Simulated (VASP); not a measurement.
# HfSeS4 (P4/mmm) in VASP: further runs

HfSeS4 is run at these levels: PBE; tasks: relaxation of cell and atoms.

Everything below comes from runs of VASP 6.6.1. Logs are shortened: lines on timing, memory, paths and dates and some standing lists are left out, and cuts for length are marked.

### 1 The cell of the first run

Symmetry: P4/mmm, No. 123, tetragonal system. The conventional cell has a = 4.090 Å, b = 4.090 Å, c = 6.888 Å, α = 90.00°, β = 90.00°, γ = 90.00°. Hf (site symmetry 4/mmm) has 10 S at 2.72 to 2.98 Å within 3.6 Å. Within 3.6 Å of Se (site symmetry 4/mmm) lie 10 S at 2.73 to 2.98 Å. Within 1.9 Å of S (site symmetry 4mm) lie 1 S at 1.43 Å. Within 1.9 Å of S (site symmetry 4mm) lie 1 S at 1.45 Å.

The cell was generated, and may not be a known phase.

### 2 Relaxation of cell and atoms, PBE

The input, INCAR:

```
SYSTEM = HfSeS4
  PREC = Accurate
  ENCUT = 600
  EDIFF = 1E-7
  ISMEAR = 0
  SIGMA = 0.1
  LREAL = .FALSE.
  LASPH = .TRUE.
  NELM = 100
  ALGO = Normal
  ISIF = 3
  LWAVE = .FALSE.
  LCHARG = .FALSE.
  GGA = PE
  IBRION = 2
  NSW = 90
  EDIFFG = -0.04
```

The input, KPOINTS:

```
Automatic mesh
0
G
  4 4 4
  0 0 0
```

The input, POSCAR:

```
HfSeS4
1.0
    4.0898748800      0.0000000000      0.0000000000
    0.0000000000      4.0898748800      0.0000000000
    0.0000000000      0.0000000000      6.8881479900
Hf Se S
1 1 4
Direct
    0.5000000000      0.5000000000      0.5000000000
    0.0000000000      0.0000000000      0.0000000000
    0.0000000000      0.0000000000      0.6038380300
    0.5000000000      0.5000000000      0.1051980000
    0.5000000000      0.5000000000      0.8948020000
    0.0000000000      0.0000000000      0.3961619700
```

Potentials or basis: VASP PAW PBE potentials, release 64 (Hf_pv, Se, S).

Started as:

```bash
> cat potpaw_PBE.64/Hf_pv/POTCAR potpaw_PBE.64/Se/POTCAR potpaw_PBE.64/S/POTCAR > POTCAR
> mpirun -np 1 vasp_std > vasp.out
```

OUTCAR:

```text
SYSTEM = HfSeS4
   PREC = Accurate
   ENCUT = 600
   EDIFF = 1E-7
   ISMEAR = 0
   LREAL = .FALSE.
   LASPH = .TRUE.
   NELM = 100
   ISIF = 3
   GGA = PE
   IBRION = 2
   NSW = 90
   EDIFFG = -0.04

 ion  position               nearest neighbor table
   1  0.500  0.500  0.500-   4 2.72   5 2.72   3 2.98   6 2.98   3 2.98   6 2.98   3 2.98   6 2.98
                             3 2.98   6 2.98
   2  0.000  0.000  0.000-   3 2.73   6 2.73
   3  0.000  0.000  0.604-   6 1.43   2 2.73   1 2.98   1 2.98   1 2.98   1 2.98
   4  0.500  0.500  0.105-   5 1.45   1 2.72
   5  0.500  0.500  0.895-   4 1.45   1 2.72
   6  0.000  0.000  0.396-   3 1.43   2 2.73   1 2.98   1 2.98   1 2.98   1 2.98

  LATTYP: Found a simple tetragonal cell.
 ALAT       =     4.0898748800
 C/A-ratio  =     1.6841952852

  Lattice vectors:

 A1 = (   4.0898748800,   0.0000000000,   0.0000000000)
 A2 = (   0.0000000000,   4.0898748800,   0.0000000000)
 A3 = (   0.0000000000,   0.0000000000,   6.8881479900)

Analysis of symmetry for initial positions (statically):
=====================================================================
 Subroutine PRICEL returns:
 Original cell was already a primitive cell.

 Routine SETGRP: Setting up the symmetry group for a
 simple tetragonal supercell.

 Subroutine GETGRP returns: Found 16 space group operations
 (whereof 16 operations were pure point group operations)
 out of a pool of 16 trial point group operations.

The static configuration has the point symmetry D_4h.

Analysis of symmetry for dynamics (positions and initial velocities):
=====================================================================
 Subroutine PRICEL returns:
 Original cell was already a primitive cell.

 Routine SETGRP: Setting up the symmetry group for a
 simple tetragonal supercell.

 Subroutine GETGRP returns: Found 16 space group operations
 (whereof 16 operations were pure point group operations)
 out of a pool of 16 trial point group operations.

The dynamic configuration has the point symmetry D_4h.

 Subroutine INISYM returns: Found 16 space group operations
 (whereof 16 operations are pure point group operations),
 and found     1 'primitive' translations

----------------------------------------------------------------------------------------

                                     Primitive cell

  volume of cell :     115.2186

  direct lattice vectors                    reciprocal lattice vectors
     4.089874880  0.000000000  0.000000000     0.244506257  0.000000000  0.000000000
     0.000000000  4.089874880  0.000000000     0.000000000  0.244506257  0.000000000
     0.000000000  0.000000000  6.888147990     0.000000000  0.000000000  0.145176904

  length of vectors
     4.089874880  4.089874880  6.888147990     0.244506257  0.244506257  0.145176904

  position of ions in fractional coordinates (direct lattice)
     0.500000000  0.500000000  0.500000000
     0.000000000  0.000000000  0.000000000
     0.000000000  0.000000000  0.603838030
     0.500000000  0.500000000  0.105198000
     0.500000000  0.500000000  0.894802000
     0.000000000  0.000000000  0.396161970

  ion indices of the primitive-cell ions
   primitive index   ion index
                 1           1
                 2           2
                 3           3
                 4           4
                 5           5
                 6           6

----------------------------------------------------------------------------------------

 KPOINTS: Automatic mesh

Automatic generation of k-mesh.
 Grid dimensions read from file:
 generate k-points for:    4    4    4

 Generating k-lattice:

  Cartesian coordinates                     Fractional coordinates (reciprocal lattice)
     0.061126564  0.000000000  0.000000000     0.250000000  0.000000000  0.000000000
     0.000000000  0.061126564  0.000000000     0.000000000  0.250000000  0.000000000
     0.000000000  0.000000000  0.036294226     0.000000000  0.000000000  0.250000000

  Length of vectors
     0.061126564  0.061126564  0.036294226

  Shift w.r.t. Gamma in fractional coordinates (k-lattice)
     0.000000000  0.000000000  0.000000000

 Subroutine IBZKPT returns following result:
 ===========================================

 Found     18 irreducible k-points:

 Following reciprocal coordinates:
            Coordinates               Weight
  0.000000  0.000000  0.000000      1.000000
  0.250000  0.000000  0.000000      4.000000
  0.500000  0.000000  0.000000      2.000000
  0.250000  0.250000  0.000000      4.000000
  0.500000  0.250000  0.000000      4.000000
  0.500000  0.500000  0.000000      1.000000
[... 10 lines left out ...]
  0.500000  0.250000  0.500000      4.000000
  0.500000  0.500000  0.500000      1.000000
   k-points           NKPTS =     18   k-points in BZ     NKDIM =     18   number of bands    NBANDS=     24
   number of dos      NEDOS =    301   number of ions     NIONS =      6
   total plane-waves  NPLWV =  72576
   dimension x,y,z NGX =    36 NGY =   36 NGZ =   56
   dimension x,y,z NGXF=    72 NGYF=   72 NGZF=  112
   ions per type =               1   1   4
   NGX,Y,Z   is equivalent  to a cutoff of  14.63, 14.63, 13.52 a.u.
   NGXF,Y,Z  is equivalent  to a cutoff of  29.27, 29.27, 27.03 a.u.
 SYSTEM =  HfSeS4
   PREC   = accura    normal or accurate (medium, high low for compatibility)
   ISTART =      0    job   : 0-new  1-cont  2-samecut
   ICHARG =      2    charge: 1-file 2-atom 10-const
   ISPIN  =      1    spin polarized calculation?
   LNONCOLLINEAR =      F non collinear calculations
   LSORBIT =      F    spin-orbit coupling
   LASPH  =      T    aspherical Exc in radial PAW
   ENCUT  =  600.0 eV  44.10 Ry    6.64 a.u.   8.17  8.17 13.76*2*pi/ulx,y,z
   NELM   =    100;   NELMIN=  2; NELMDL= -5     # of ELM steps
   EDIFF  = 0.1E-06   stopping-criterion for ELM
   LREAL  =      F    real-space projection
   EDIFFG = -.4E-01   stopping-criterion for IOM
   NSW    =     90    number of steps for IOM
   IBRION =      2    ionic relax: 0-MD 1-quasi-New 2-CG
   NFREE  =      1    steps in history (QN), initial steepest desc. (CG)
   ISIF   =      3    stress and relaxation
   ISYM   =      2    0-nonsym 1-usesym 2-fastsym
   POTIM  = 0.5000    time-step for ionic-motion
   TEBEG  =    0.0;   TEEND  =   0.0 temperature during run
   PSTRESS=    0.0 pullay stress
   NELECT =      40.0000    total number of electrons
   NUPDOWN=      -1.0000    fix difference up-down
   EMIN   =  10.00;   EMAX   =-10.00  energy-range for DOS
   EFERMI =   0.00;   METHOD = LEGACY
   ISMEAR =     0;   SIGMA  =   0.10  broadening in eV -4-tet -1-fermi 0-gaus
   EFERMI_NEDOS =   21; number of points for ismear=-14 and -15
   IALGO  =     38    algorithm
   IMIX   =      4    mixing-type and parameters
     AMIX     =   0.40;   BMIX     =  1.00
     AMIX_MAG =   1.60;   BMIX_MAG =  1.00
  volume/ion in A,a.u.               =      19.20       129.59
  Fermi-wavevector in a.u.,A,eV,Ry     =   1.150590  2.174300 18.012178  1.323858
  Thomas-Fermi vector in A             =   2.287253
   LORBIT       =      0    0 simple, 1 ext, 2 COOP (PROOUT), +10 PAW based schemes
   GGA     = PE    functional components
   LHFCALC =     F    Hartree Fock is set to
   AEXX    =    0.0000 exact exchange contribution
   IVDW    =     0    specifies the selected vdW correction
   LEPSILON=     F    determine dielectric tensor
   LRPA    =     F    only Hartree local field effects (RPA)
 conjugate gradient relaxation of ions
 non-spin polarized calculation
 Gauss-broadening in eV      SIGMA  =   0.10
  energy-cutoff  :      600.00
  volume of cell :      115.22
 maximum number of plane-waves:      3872
 NGX is ok and might be reduce to    36
   NGX = 17   NGY = 17   NGZ = 27

--------------------------------------- Ionic step        1  -------------------------------------------

 number of electron      39.9999997 magnetization

 Free energy of the ion-electron system (eV)
  ---------------------------------------------------
  ext. energy  EPLUGINS =         0.00000000
  ---------------------------------------------------
  free energy    TOTEN  =        -9.49684603 eV

  energy without entropy =       -9.46218714  energy(sigma->0) =       -9.47951658

------------------------ aborting loop because EDIFF is reached ----------------------------------------

  FORCE on cell =-STRESS in cart. coord.  units (eV):
  Direction    XX          YY          ZZ          XY          YZ          ZX
  --------------------------------------------------------------------------------------
  -------------------------------------------------------------------------------------
  Total       -2.1057062     -2.1057062    134.7411066      0.0000000      0.0000000      0.0000000
  in kB      -29.2809957    -29.2809957   1873.6487559      0.0000000      0.0000000      0.0000000
  external PRESSURE =     605.0289215 kB  Pullay stress =       0.0000000 kB
[... 101 lines left out ...]
  FREE ENERGIE OF THE ION-ELECTRON SYSTEM (eV)
  ---------------------------------------------------
  free  energy   TOTEN  =        15.2414441611 eV

  energy  without entropy=       15.2597773349  energy(sigma->0) =       15.25061075

 E-fermi :   5.1735     XC(G=0): -10.0421

 val. band max:        5.1728704269   @ k =   0.0000   0.0000   0.5000
 cond. band min:       5.1854952867   @ k =   0.2500   0.2500   0.0000
 fundamental gap:      0.0126248598
 Fermi energy:         5.1734966121

 k-point     1 :       0.0000    0.0000    0.0000
  band No.  band energies     occupation
      1     -26.4934      2.00000
      2     -26.3912      2.00000
      3     -26.3912      2.00000
      4     -11.5189      2.00000
      5     -11.2241      2.00000
      6      -7.9295      2.00000
[... 475 lines left out ...]
     23       7.0993      0.00000
     24       8.7378      0.00000

 E-fermi :   4.7428     XC(G=0):  -9.8482

 val. band max:        4.6921570232   @ k =   0.5000   0.2500   0.2500
 cond. band min:       4.7698821763   @ k =   0.2500   0.0000   0.0000
 fundamental gap:      0.0777251531
 Fermi energy:         4.7428490882

 k-point     1 :       0.0000    0.0000    0.0000
  band No.  band energies     occupation
      1     -27.1899      2.00000
      2     -27.0908      2.00000
      3     -27.0908      2.00000
      4     -11.5741      2.00000
      5     -11.3191      2.00000
      6      -8.0575      2.00000
[... 475 lines left out ...]
     23       6.9267      0.00000
     24       7.8257      0.00000

[... ionic steps 4 to 36 ...]

--------------------------------------- Ionic step       37  -------------------------------------------

 number of electron      39.9999987 magnetization

------------------------ aborting loop because EDIFF is reached ----------------------------------------

  FORCE on cell =-STRESS in cart. coord.  units (eV):
  Direction    XX          YY          ZZ          XY          YZ          ZX
  --------------------------------------------------------------------------------------
  -------------------------------------------------------------------------------------
  Total        0.0612652      0.0612652     -0.0752575      0.0000000      0.0000000     -0.0000000
  in kB        0.7609719      0.7609719     -0.9347708      0.0000000      0.0000000     -0.0000000
  external PRESSURE =       0.1957243 kB  Pullay stress =       0.0000000 kB
[... 65 lines left out ...]
  energy  without entropy=      -27.0989781429  energy(sigma->0) =      -27.11304810

--------------------------------------- Ionic step       39  -------------------------------------------

 number of electron      39.9999987 magnetization

 Free energy of the ion-electron system (eV)
  ---------------------------------------------------
  ext. energy  EPLUGINS =         0.00000000
  ---------------------------------------------------
  free energy    TOTEN  =       -27.12818496 eV

  energy without entropy =      -27.09862236  energy(sigma->0) =      -27.11340366

 E-fermi :   4.9017     XC(G=0):  -9.9158

 val. band max:        4.8440222227   @ k =   0.5000   0.2500   0.2500
 cond. band min:       4.9299284338   @ k =   0.2500   0.0000   0.0000
 fundamental gap:      0.0859062111
 Fermi energy:         4.9017440071

 k-point     1 :       0.0000    0.0000    0.0000
  band No.  band energies     occupation
      1     -27.0100      2.00000
      2     -26.8967      2.00000
      3     -26.8967      2.00000
      4     -11.5399      2.00000
      5     -11.2882      2.00000
      6      -7.9267      2.00000
[... 508 lines left out ...]
  FREE ENERGIE OF THE ION-ELECTRON SYSTEM (eV)
  ---------------------------------------------------
  free  energy   TOTEN  =       -27.1281849593 eV

  energy  without entropy=      -27.0986223564  energy(sigma->0) =      -27.11340366

 reached required accuracy - stopping structural energy minimisation
```

Wall time 18 min (1 thread of Intel Xeon 6975P-C (Granite Rapids), shared host); peak memory 0.29 GiB.

Results:

| Quantity | Value |
| --- | --- |
| Free energy | -27.1282 eV |
| Relaxed volume | 21.46 Å³/atom |
| Relaxed cell | a = 3.549 Å, b = 3.549 Å, c = 10.223 Å, α = 90.00°, β = 90.00°, γ = 90.00° |
| Space group after relaxing (to 0.1 Å) | P4/mmm (No. 123) |
| Pressure after relaxing | 0.0 GPa |
| Largest force after relaxing | 0.013 eV/Å |
| Band gap on the k mesh | zero (bands 20 and 21 overlap by 2.12 eV) |

Forces in eV/Å, atoms in the order of the input:
```
Hf   0.000  0.000  0.000
Se   0.000  0.000  0.000
S    0.000  0.000 -0.013
S    0.000  0.000 -0.008
S    0.000  0.000  0.008
S    0.000  0.000  0.013
```

Final structure:
```
Hf Se S
1.0
     3.54866    0.00000    0.00000
     0.00000    3.54866    0.00000
     0.00000    0.00000   10.22331
Hf Se S
1 1 4
Cartesian
  1.7743 1.7743 5.1117
  0.0000 0.0000 0.0000
  3.5487 0.0000 7.7000
  1.7743 1.7743 2.5890
  1.7743 1.7743 7.6343
  0.0000 0.0000 2.5233
```

Levels at points of the mesh, in eV from the Fermi level:
```csv
k point,band 16,band 17,band 18,band 19,band 20,band 21,band 22,band 23
"(0.00, 0.00, 0.00)",-1.67,-0.79,-0.61,0.14,0.14,1.54,1.54,1.72
"(0.50, 0.00, 0.00)",-2.59,-2.54,-1.94,-1.84,-1.70,-1.65,-0.67,0.22
"(0.50, 0.50, 0.00)",-2.46,-2.25,-2.25,0.16,0.16,0.26,2.34,2.67
"(0.00, 0.00, 0.50)",-2.63,-0.79,-0.43,0.05,0.05,1.77,1.77,3.23
"(0.50, 0.00, 0.50)",-2.59,-2.27,-1.84,-1.66,-1.65,-1.36,-0.66,0.30
"(0.50, 0.50, 0.50)",-2.32,-2.32,-2.08,-0.77,0.47,0.47,2.21,2.21
```

Caveat: the k points lie up to 0.44 Å⁻¹ apart in the final cell, too coarse for converged energies and pressures of a metal; a cell axis changed by over 15 % at a fixed basis, so the end point is rough; spin-orbit coupling is left out, which moves the levels of the heavy elements.

### 3 Relaxation of cell and atoms, PBE

This run uses another cell than the first one, of 17.88 Å³/atom.

The input, INCAR:

```
PREC = Accurate
ENCUT = 600
EDIFF = 1E-6
ISMEAR = 0
SIGMA = 0.1
LREAL = F
LASPH = T
NELM = 60
ALGO = Normal
ISIF = 3
LWAVE = F
LCHARG = F
GGA = PE
IBRION = 2
NSW = 90
EDIFFG = -0.04
```

The input, KPOINTS:

```
regular mesh
0
Gamma
  6 6 2
```

The input, POSCAR:

```
HfSeS4
1.0
    3.3299137037      0.0000000000      0.0000000000
    0.0000000000      3.3299137037      0.0000000000
    0.0000000000      0.0000000000      9.6776938992
Hf Se S
1 1 4
Direct
    0.5000000000      0.5000000000      0.5000000000
    0.0000000000      0.0000000000      0.0000000000
    0.0000000000      0.0000000000      0.6402510518
    0.5000000000      0.5000000000      0.1464976618
    0.5000000000      0.5000000000      0.8535023382
    0.0000000000      0.0000000000      0.3597489482
```

Potentials or basis: VASP PAW PBE potentials, release 64 (Hf_pv, Se, S).

Started as:

```bash
> cat potpaw_PBE.64/Hf_pv/POTCAR potpaw_PBE.64/Se/POTCAR potpaw_PBE.64/S/POTCAR > POTCAR
> mpirun -np 1 vasp_std > vasp.out
```

Wall time 1.8 min (1 thread of Intel Xeon 6975P-C (Granite Rapids), shared host); peak memory 0.29 GiB.

It converged, with:

```yaml
Free_energy: -30.4415 eV
Relaxed_volume: 17.81 Å³/atom
Relaxed_cell: a = 3.309 Å, b = 3.309 Å, c = 9.759 Å, α = 90.00°, β = 90.00°, γ = 90.00°
Space_group_after_relaxing_to_0.1_Å: P4/mmm (No. 123)
Energy_gained_by_relaxing: 1.5 meV/atom
Ionic_steps: 7
Pressure_after_relaxing: 0.0 GPa
Largest_force_after_relaxing: 0.037 eV/Å
Band_gap_on_the_k_mesh: zero (bands 20 and 21 overlap by 1.45 eV)
```

Forces on the atoms (eV/Å):
```
Hf   0.000  0.000  0.000
Se   0.000  0.000  0.000
S    0.000  0.000  0.006
S    0.000  0.000 -0.037
S    0.000  0.000  0.037
S    0.000  0.000 -0.006
```

Stress tensor (GPa, compression positive):
```
-0.02  0.00  0.00
 0.00 -0.02  0.00
 0.00  0.00  0.10
```

Step by step:
```csv
step,energy change (eV),largest force (eV/Å),pressure (GPa),volume (Å³)
1,0.0000,0.2104,-1.10,107.31
2,-0.0042,0.0560,1.02,105.41
3,-0.0063,0.0718,0.23,106.10
4,-0.0077,0.0503,0.16,106.30
5,-0.0089,0.0463,0.04,106.71
6,-0.0089,0.0539,0.02,106.77
7,-0.0093,0.0371,0.02,106.88
```

Final structure:
```
CELL_PARAMETERS angstrom
3.30931 0.00000 0.00000
0.00000 3.30931 0.00000
0.00000 0.00000 9.75910
ATOMIC_POSITIONS crystal
Hf 0.50000 0.50000 0.50000
Se 0.00000 0.00000 0.00000
S 0.00000 0.00000 0.63806
S 0.50000 0.50000 0.14665
S 0.50000 0.50000 0.85335
S 0.00000 0.00000 0.36194
```

Levels at points of the mesh, in eV from the Fermi level:
```
           k point  band 16  band 17  band 18  band 19  band 20  band 21  band 22  band 23  band 24
(0.00, 0.00, 0.00)    -1.73    -1.69    -1.69    -1.14    -0.41    -0.41     1.43     1.98     2.51
(0.50, 0.00, 0.00)    -0.95    -0.88    -0.77    -0.47    -0.29    -0.11    -0.02     1.45     1.95
(0.50, 0.50, 0.00)    -3.62    -3.08    -3.08    -2.85    -0.62     0.45     0.86     0.86     1.34
(0.00, 0.00, 0.50)    -1.96    -1.96    -1.73    -0.36    -0.36     0.30     1.10     1.87     2.50
(0.50, 0.00, 0.50)    -1.56    -0.96    -0.83    -0.40    -0.28    -0.08     0.85     1.53     2.08
(0.50, 0.50, 0.50)    -3.44    -2.97    -2.97    -2.21    -1.30    -0.17     0.85     0.85     2.37
```

Caveat: spin-orbit coupling is left out, which moves the levels of the heavy elements.

The gap in the log of VASP goes by the Fermi energy; the results here count the filled bands.